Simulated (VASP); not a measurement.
Wanted: the native input for a VASP 6.6.1 run.

| Property | Result |
| --- | --- |
| Task | relaxation of cell and atoms |
| Functional | PBE |
| Potentials or basis | VASP PAW PBE potentials, release 64 (Al) |
| Cutoff | 600 eV |
| k mesh | 18 × 18 × 18 |
| Occupations | fermi-dirac, width 0.1 eV |
| Spin | no spin polarisation |
| Target pressure | 54 GPa |
| Dipole correction | no |
| Further INCAR settings | ALGO = Normal; EDIFF = 1e-06; IBRION = 2; EDIFFG = -0.005; NSW = 60; ISIF = 3 |

The structure of Al lies in POSCAR:

```
Al
1.0
    0.0000000000      1.8075789914      1.8075789914
    1.8075789914      0.0000000000      1.8075789914
    1.8075789914      1.8075789914      0.0000000000
Al
1
Direct
    0.0000000000      0.0000000000      0.0000000000
```

These files were run (other wordings do the same):

INCAR

```
PREC = Accurate ; ENCUT = 600
EDIFF = 1E-6 ; ISMEAR = -1
SIGMA = 0.1 ; LREAL = F
LASPH = T ; NELM = 80
ALGO = Normal ; ISIF = 3
LWAVE = F ; LCHARG = F
GGA = PE ; IBRION = 2
NSW = 60 ; EDIFFG = -0.005
PSTRESS = 540.0
```

KPOINTS

```
Automatic mesh
0
Gamma
  18 18 18
```

Potentials or basis: VASP PAW PBE potentials, release 64 (Al).

Command:

```sh
$ cat potpaw_PBE.64/Al/POTCAR > POTCAR
$ mpirun -np 1 vasp_std > vasp.out
```

Results of the run:

```json
{"Relaxed volume": "11.82 Å³/atom", "Relaxed cell": "a = 2.557 Å, b = 2.557 Å, c = 2.557 Å, α = 60.00°, β = 60.00°, γ = 60.00°", "Space group after relaxing (to 0.05 Å)": "Fm-3m (No. 225)", "Energy change on relaxing (the enthalpy is what falls)": "-4.3 meV/atom", "Ionic steps": "3", "Pressure after relaxing": "54.0 GPa"}
```

Caveat: the cell is relaxed towards a set pressure, so the enthalpy falls and the energy may rise.

Run time: 10 s on 1 thread of Intel Xeon 6975P-C (shared host), peak memory 0.13 GiB.
